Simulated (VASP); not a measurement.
# Hf (P6_3/mmc) in VASP: further runs

The runs below take Hf through single point, with PBEsol+D3(BJ).

Program: VASP 6.6.1. These are calculated values, not measurements. Logs are shortened: lines on timing, memory, paths and dates and some standing lists are left out, and cuts for length are marked.

## 1. The cell of the first run

It takes space group P6_3/mmc (No. 194, hexagonal). Conventional cell: a = 3.197 Å, b = 3.197 Å, c = 5.058 Å, α = 90.00°, β = 90.00°, γ = 120.00°. Hf (site symmetry -6m2) has 12 Hf at 3.13 to 3.20 Å within 4.1 Å.

## 2. Single point, PBEsol+D3(BJ)

INCAR

```
SYSTEM = Hf
PREC     = Accurate       ! precision mode
ENCUT    = 520            ! plane-wave cutoff, eV
EDIFF    = 1E-6           ! SCF threshold, eV
ISMEAR   = 1              ! smearing method
SIGMA    = 0.1            ! smearing width, eV
LREAL    = .FALSE.        ! projectors in reciprocal space
LASPH    = .TRUE.         ! aspherical terms in the spheres
NELM     = 60             ! most SCF steps
ALGO     = Normal         ! electronic algorithm
ISIF     = 2              ! what is computed and relaxed
LWAVE    = .FALSE.        ! write WAVECAR
LCHARG   = .FALSE.        ! write CHGCAR
GGA      = PS             ! functional
IVDW     = 12             ! dispersion correction
NBANDS   = 17             ! bands
```

KPOINTS

```
Automatic mesh
0
G
  13 13 7
  0 0 0
```

POSCAR

```
Hf
1.0
    3.1967000000      0.0000000000      0.0000000000
   -1.5983500000      2.7684234083      0.0000000000
    0.0000000000      0.0000000000      5.0578000000
Hf
2
Direct
    0.3333333333      0.6666666667      0.2500000000
    0.6666666667      0.3333333333      0.7500000000
```

Potentials or basis: VASP PAW PBE potentials, release 64 (Hf_pv).

Command:

```sh
$ cat potpaw_PBE.64/Hf_pv/POTCAR > POTCAR
$ mpirun -np 1 vasp_std > vasp.out
```

OUTCAR:

```text
SYSTEM = Hf
   PREC = Accurate
   ENCUT = 520
   EDIFF = 1E-6
   ISMEAR = 1
   LREAL = .FALSE.
   LASPH = .TRUE.
   NELM = 60
   ISIF = 2
   GGA = PS
   IVDW = 12
 IVDW          = 12

 ion  position               nearest neighbor table
   1  0.333  0.667  0.250-   2 3.13   2 3.13   2 3.13   2 3.13   2 3.13   2 3.13
   2  0.667  0.333  0.750-   1 3.13   1 3.13   1 3.13   1 3.13   1 3.13   1 3.13

  LATTYP: Found a hexagonal cell.
 ALAT       =     3.1967000000
 C/A-ratio  =     1.5821941377

  Lattice vectors:

 A1 = (   3.1967000000,   0.0000000000,   0.0000000000)
 A2 = (  -1.5983500000,   2.7684234083,   0.0000000000)
 A3 = (   0.0000000000,   0.0000000000,   5.0578000000)

Analysis of symmetry for initial positions (statically):
=====================================================================
 Subroutine PRICEL returns:
 Original cell was already a primitive cell.

 Routine SETGRP: Setting up the symmetry group for a
 hexagonal supercell.

 Subroutine GETGRP returns: Found 24 space group operations
 (whereof 12 operations were pure point group operations)
 out of a pool of 24 trial point group operations.

The static configuration has the point symmetry D_3d.
 The point group associated with its full space group is D_6h.

Analysis of symmetry for dynamics (positions and initial velocities):
=====================================================================
 Subroutine PRICEL returns:
 Original cell was already a primitive cell.

 Routine SETGRP: Setting up the symmetry group for a
 hexagonal supercell.

 Subroutine GETGRP returns: Found 24 space group operations
 (whereof 12 operations were pure point group operations)
 out of a pool of 24 trial point group operations.

The dynamic configuration has the point symmetry D_3d.
 The point group associated with its full space group is D_6h.

 Subroutine INISYM returns: Found 24 space group operations
 (whereof 12 operations are pure point group operations),
 and found     1 'primitive' translations

----------------------------------------------------------------------------------------

                                     Primitive cell

  volume of cell :      44.7606

  direct lattice vectors                    reciprocal lattice vectors
     3.196700000  0.000000000  0.000000000     0.312822598  0.180608211  0.000000000
    -1.598350000  2.768423408  0.000000000     0.000000000  0.361216423  0.000000000
     0.000000000  0.000000000  5.057800000     0.000000000  0.000000000  0.197714421

  length of vectors
     3.196700000  3.196700000  5.057800000     0.361216423  0.361216423  0.197714421

  position of ions in fractional coordinates (direct lattice)
     0.333333333  0.666666667  0.250000000
     0.666666667  0.333333333  0.750000000

  ion indices of the primitive-cell ions
   primitive index   ion index
                 1           1
                 2           2

----------------------------------------------------------------------------------------

 KPOINTS: Automatic mesh

Automatic generation of k-mesh.
 Grid dimensions read from file:
 generate k-points for:   13   13    7

 Generating k-lattice:

  Cartesian coordinates                     Fractional coordinates (reciprocal lattice)
     0.024063277  0.013892939  0.000000000     0.076923077  0.000000000  0.000000000
     0.000000000  0.027785879  0.000000000     0.000000000  0.076923077  0.000000000
     0.000000000  0.000000000  0.028244917     0.000000000  0.000000000  0.142857143

  Length of vectors
     0.027785879  0.027785879  0.028244917

  Shift w.r.t. Gamma in fractional coordinates (k-lattice)
     0.000000000  0.000000000  0.000000000

 Subroutine IBZKPT returns following result:
 ===========================================

 Found     84 irreducible k-points:

 Following reciprocal coordinates:
            Coordinates               Weight
  0.000000  0.000000  0.000000      1.000000
  0.076923  0.000000  0.000000      6.000000
  0.153846  0.000000  0.000000      6.000000
  0.230769 -0.000000  0.000000      6.000000
  0.307692  0.000000  0.000000      6.000000
  0.384615 -0.000000  0.000000      6.000000
[... 16 lines left out ...]
  0.076923  0.000000  0.142857     12.000000
  0.153846  0.000000  0.142857     12.000000
 [... further k-points ...]
   k-points           NKPTS =     84   k-points in BZ     NKDIM =     84   number of bands    NBANDS=     17
   number of dos      NEDOS =    301   number of ions     NIONS =      2
   total plane-waves  NPLWV =  23040
   dimension x,y,z NGX =    24 NGY =   24 NGZ =   40
   dimension x,y,z NGXF=    48 NGYF=   48 NGZF=   80
   ions per type =               2
   NGX,Y,Z   is equivalent  to a cutoff of  12.48, 12.48, 13.15 a.u.
   NGXF,Y,Z  is equivalent  to a cutoff of  24.96, 24.96, 26.30 a.u.
 SYSTEM =  Hf
   PREC   = accura    normal or accurate (medium, high low for compatibility)
   ISTART =      0    job   : 0-new  1-cont  2-samecut
   ICHARG =      2    charge: 1-file 2-atom 10-const
   ISPIN  =      1    spin polarized calculation?
   LNONCOLLINEAR =      F non collinear calculations
   LSORBIT =      F    spin-orbit coupling
   LASPH  =      T    aspherical Exc in radial PAW
   ENCUT  =  520.0 eV  38.22 Ry    6.18 a.u.   5.94  5.94  9.40*2*pi/ulx,y,z
   NELM   =     60;   NELMIN=  2; NELMDL= -5     # of ELM steps
   EDIFF  = 0.1E-05   stopping-criterion for ELM
   LREAL  =      F    real-space projection
   EDIFFG = 0.1E-04   stopping-criterion for IOM
   NSW    =      0    number of steps for IOM
   IBRION =     -1    ionic relax: 0-MD 1-quasi-New 2-CG
   NFREE  =      0    steps in history (QN), initial steepest desc. (CG)
   ISIF   =      2    stress and relaxation
   ISYM   =      2    0-nonsym 1-usesym 2-fastsym
   POTIM  = 0.5000    time-step for ionic-motion
   TEBEG  =    0.0;   TEEND  =   0.0 temperature during run
   PSTRESS=    0.0 pullay stress
   NELECT =      20.0000    total number of electrons
   NUPDOWN=      -1.0000    fix difference up-down
   EMIN   =  10.00;   EMAX   =-10.00  energy-range for DOS
   EFERMI =   0.00;   METHOD = LEGACY
   ISMEAR =     1;   SIGMA  =   0.10  broadening in eV -4-tet -1-fermi 0-gaus
   EFERMI_NEDOS =   21; number of points for ismear=-14 and -15
   IALGO  =     38    algorithm
   IMIX   =      4    mixing-type and parameters
     AMIX     =   0.40;   BMIX     =  1.00
     AMIX_MAG =   1.60;   BMIX_MAG =  1.00
  volume/ion in A,a.u.               =      22.38       151.03
  Fermi-wavevector in a.u.,A,eV,Ry     =   1.251563  2.365112 21.312311  1.566411
  Thomas-Fermi vector in A             =   2.385505
   LORBIT       =      0    0 simple, 1 ext, 2 COOP (PROOUT), +10 PAW based schemes
   GGA     = PS    functional components
   LHFCALC =     F    Hartree Fock is set to
   AEXX    =    0.0000 exact exchange contribution
   IVDW    =    12    specifies the selected vdW correction
   LEPSILON=     F    determine dielectric tensor
   LRPA    =     F    only Hartree local field effects (RPA)
 non-spin polarized calculation
 Methfessel and Paxton  Order N= 1 SIGMA  =   0.10
  energy-cutoff  :      520.00
  volume of cell :       44.76
 maximum number of plane-waves:      1221
 NGX is ok and might be reduce to    24
   NGX = 11   NGY = 11   NGZ = 19

 number of electron      20.0000004 magnetization

 Free energy of the ion-electron system (eV)
  ---------------------------------------------------
  ext. energy  EPLUGINS =         0.00000000
  ---------------------------------------------------
  free energy    TOTEN  =       -20.98340157 eV

  energy without entropy =      -20.98297265  energy(sigma->0) =      -20.98325859

 E-fermi :   4.7600     XC(G=0): -11.3896

 val. band max:        4.7589086601   @ k =   0.0000   0.0000   0.4286
 cond. band min:       4.7759221275   @ k =   0.0769   0.0769   0.0000
 fundamental gap:      0.0170134674
 Fermi energy:         4.7600001752

 k-point     1 :       0.0000    0.0000    0.0000
  band No.  band energies     occupation
      1     -26.2774      2.00000
      2     -25.5290      2.00000
      3     -25.5290      2.00000
      4     -25.4054      2.00000
      5     -25.4004      2.00000
      6     -25.4004      2.00000
[... 9 lines left out ...]
     16       7.3716      0.00000
     17      10.0790      0.00000

 k-point     2 :       0.0769    0.0000    0.0000
  band No.  band energies     occupation
      1     -26.2620      2.00000
      2     -25.5619      2.00000
      3     -25.5401      2.00000
      4     -25.4351      2.00000
      5     -25.4125      2.00000
      6     -25.4047      2.00000
[... 9 lines left out ...]
     16       7.2016      0.00000
     17      10.2200      0.00000

 k-point     3 :       0.1538    0.0000    0.0000
  band No.  band energies     occupation
      1     -26.2176      2.00000
      2     -25.6529      2.00000
      3     -25.5698      2.00000
      4     -25.5291      2.00000
      5     -25.4339      2.00000
      6     -25.4177      2.00000
[... 9 lines left out ...]
     16       7.3718      0.00000
     17      10.5150      0.00000

 k-point     4 :       0.2308   -0.0000    0.0000
  band No.  band energies     occupation
      1     -26.1493      2.00000
      2     -25.7813      2.00000
      3     -25.6566      2.00000
      4     -25.6101      2.00000
      5     -25.4695      2.00000
      6     -25.4373      2.00000
[... 9 lines left out ...]
     16       8.1154      0.00000
     17      10.8085      0.00000
[... 343 lines left out ...]
      1     -26.2370      2.00000
      2     -25.5227      2.00000
      3     -25.5227      2.00000
      4     -25.4518      2.00000
      5     -25.4068      2.00000
      6     -25.4068      2.00000
[... 9 lines left out ...]
     16       7.6747      0.00000
     17      10.1537      0.00000

 k-point    23 :       0.0769    0.0000    0.1429
  band No.  band energies     occupation
      1     -26.2236      2.00000
      2     -25.5546      2.00000
      3     -25.5334      2.00000
      4     -25.4789      2.00000
      5     -25.4199      2.00000
      6     -25.4115      2.00000
[... 9 lines left out ...]
     16       7.5702      0.00000
     17      10.3084      0.00000

 k-point    24 :       0.1538    0.0000    0.1429
  band No.  band energies     occupation
      1     -26.1857      2.00000
      2     -25.6428      2.00000
      3     -25.5658      2.00000
      4     -25.5624      2.00000
      5     -25.4432      2.00000
      6     -25.4253      2.00000
[... 9 lines left out ...]
     16       7.5558      0.00000
     17      10.5021      0.00000

 [... further k-points ...]

------------------------ aborting loop because EDIFF is reached ----------------------------------------

 Edisp (eV)   -1.02478

 E8    (eV) :    -0.7739

  FORCE on cell =-STRESS in cart. coord.  units (eV):
  Direction    XX          YY          ZZ          XY          YZ          ZX
  --------------------------------------------------------------------------------------
  -------------------------------------------------------------------------------------
  Total      -2.12827    -2.12827    -2.25350     0.00000     0.00000    -0.00000
  in kB     -76.17998   -76.17998   -80.66267     0.00000     0.00000    -0.00000
  external pressure =      -77.67 kB  Pullay stress =        0.00 kB

 VOLUME and BASIS-vectors are now :
 -----------------------------------------------------------------------------
  energy-cutoff  :      520.00
  volume of cell :       44.76
      direct lattice vectors                 reciprocal lattice vectors
     3.196700000  0.000000000  0.000000000     0.312822598  0.180608211  0.000000000
    -1.598350000  2.768423408  0.000000000     0.000000000  0.361216423  0.000000000
     0.000000000  0.000000000  5.057800000     0.000000000  0.000000000  0.197714421

 POSITION                                       TOTAL-FORCE (eV/Angst)
 -----------------------------------------------------------------------------------
     -0.00000      1.84562      1.26445         0.000000     -0.000000      0.000000
      1.59835      0.92281      3.79335        -0.000000      0.000000      0.000000
 -----------------------------------------------------------------------------------
    total drift:                               -0.000000      0.000000     -0.000000

  FREE ENERGIE OF THE ION-ELECTRON SYSTEM (eV)
  ---------------------------------------------------
  free  energy   TOTEN  =       -22.0081765987 eV

  energy  without entropy=      -22.0077476809  energy(sigma->0) =      -22.00803363
```

Wall time 57 s (1 thread of Intel Xeon 8259CL, shared host); peak memory 0.2 GiB.

Results:

```yaml
Free_energy: -22.0082 eV
Pressure: -7.8 GPa
Band_gap_on_the_k_mesh: zero (band 10 reaches 5.92 eV, above the bottom of band 11 at 4.37 eV)
Dispersion_energy_per_atom: -0.512 eV
```

Caveat: three body term missing; the PAW data sets were made with another functional, which shifts forces and pressure a little; spin-orbit coupling is left out, which moves the levels of the heavy elements; pairwise dispersion overbinds metals, which lowers pressure and volume.

## 3. Single point, PBEsol+D3(BJ)

INCAR

```
PREC = Accurate ; ENCUT = 520
EDIFF = 1E-6 ; ISMEAR = 1
SIGMA = 0.1 ; LREAL = False
LASPH = True ; NELM = 60
ALGO = Normal ; ISIF = 2
LWAVE = False ; LCHARG = True
GGA = PS ; IVDW = 12
LELF = True ; LVHAR = True
NBANDS = 17
```

KPOINTS

```
regular mesh
0
Gamma
  13 13 7
```

POSCAR is that of step 2.

Potentials or basis: VASP PAW PBE potentials, release 64 (Hf_pv).

Command:

```sh
$ cat potpaw_PBE.64/Hf_pv/POTCAR > POTCAR
$ mpirun -np 1 vasp_std > vasp.out
```

It took 56 s on 1 thread of Intel Xeon 8259CL, shared host; peak memory 0.2 GiB.

It converged, with:

```yaml
Free_energy: -22.0082 eV
Pressure: -7.8 GPa
Band_gap_on_the_k_mesh: zero (band 10 reaches 5.92 eV, above the bottom of band 11 at 4.37 eV)
Dispersion_energy_per_atom: -0.512 eV
```

Stress tensor (GPa, compression positive):
```
-7.62  0.00  0.00
 0.00 -7.62  0.00
 0.00  0.00 -8.07
```

Levels at points of the mesh, in eV from the Fermi level:
| k point | band 7 | band 8 | band 9 | band 10 | band 11 | band 12 | band 13 | band 14 |
| --- | --- | --- | --- | --- | --- | --- | --- | --- |
| (0.00, 0.00, 0.00) | -7.39 | -3.72 | 0.66 | 1.16 | 1.16 | 1.44 | 1.98 | 1.98 |

Caveat: three body term missing; the PAW data sets were made with another functional, which shifts forces and pressure a little; spin-orbit coupling is left out, which moves the levels of the heavy elements; pairwise dispersion overbinds metals, which lowers pressure and volume.
